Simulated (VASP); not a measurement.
Set up this calculation in VASP 6.6.1, as the native input.

| Quantity | Value |
| --- | --- |
| Task | single point |
| Functional | r2SCAN |
| Potentials or basis | VASP PAW PBE potentials, release 64 (In_d, P) |
| Cutoff | 550 eV |
| k mesh | 6 × 6 × 6 |
| Occupations | fermi-dirac, width 0.02 eV |
| Spin | no spin polarisation |
| Dipole correction | no |
| Further INCAR settings | ALGO = Normal; EDIFF = 1e-06; NBANDS = 16 |

Crystal: InP.

```
In P
1.0
     3.41342    0.00000    0.00000
     0.00000    3.41342    0.00000
     0.00000    0.00000    3.41342
In P
1 1
Direct
  0.00000 0.00000 0.00000
  0.50000 0.50000 0.50000
```

One way to write it, as run:

POSCAR

```
InP
1.0
    3.4134150559      0.0000000000      0.0000000000
    0.0000000000      3.4134150559      0.0000000000
    0.0000000000      0.0000000000      3.4134150559
In P
1 1
Direct
    0.0000000000      0.0000000000      0.0000000000
    0.5000000000      0.5000000000      0.5000000000
```

INCAR.step1

```
SYSTEM = InP
  PREC = Accurate
  ENCUT = 550
  ISMEAR = -1
  SIGMA = 0.02
  LREAL = .FALSE.
  LASPH = .TRUE.
  NELM = 120
  NBANDS = 16
  GGA = PE
  ALGO = Normal
  EDIFF = 1E-5
  LWAVE = .TRUE.
  LCHARG = .FALSE.
  GGA_COMPAT = .FALSE.
```

INCAR.step2

```
SYSTEM = InP
  PREC = Accurate
  ENCUT = 550
  EDIFF = 1E-6
  ISMEAR = -1
  SIGMA = 0.02
  LREAL = .FALSE.
  LASPH = .TRUE.
  NELM = 120
  ALGO = Normal
  ISIF = 2
  LWAVE = .FALSE.
  LCHARG = .TRUE.
  METAGGA = R2SCAN
  LMIXTAU = .TRUE.
  LELF = .TRUE.
  LVHAR = .TRUE.
  NBANDS = 16
  ISTART = 1
  GGA_COMPAT = .FALSE.
```

KPOINTS

```
Automatic mesh
0
G
  6 6 6
  0 0 0
```

Potentials or basis: VASP PAW PBE potentials, release 64 (In_d, P).

The run is started by

```sh
$ cat potpaw_PBE.64/In_d/POTCAR potpaw_PBE.64/P/POTCAR > POTCAR
$ cp INCAR.step1 INCAR
$ mpirun -np 1 vasp_std > vasp.out
$ cp INCAR.step2 INCAR
$ mpirun -np 1 vasp_std > vasp.out
```

Results of the run:

- Pressure: 0.1 GPa
- Band gap on the k mesh: zero (band 9 reaches 9.06 eV, above the bottom of band 10 at 6.43 eV)

Caveat: the PAW data sets were made with another functional, which shifts forces and pressure a little; spin-orbit coupling is left out, which moves the levels of the heavy elements.

Wall time 26 s on 1 thread of Intel(R) Xeon(R) Platinum 8488C (Sapphire Rapids), on a shared host, peak memory 0.16 GiB.
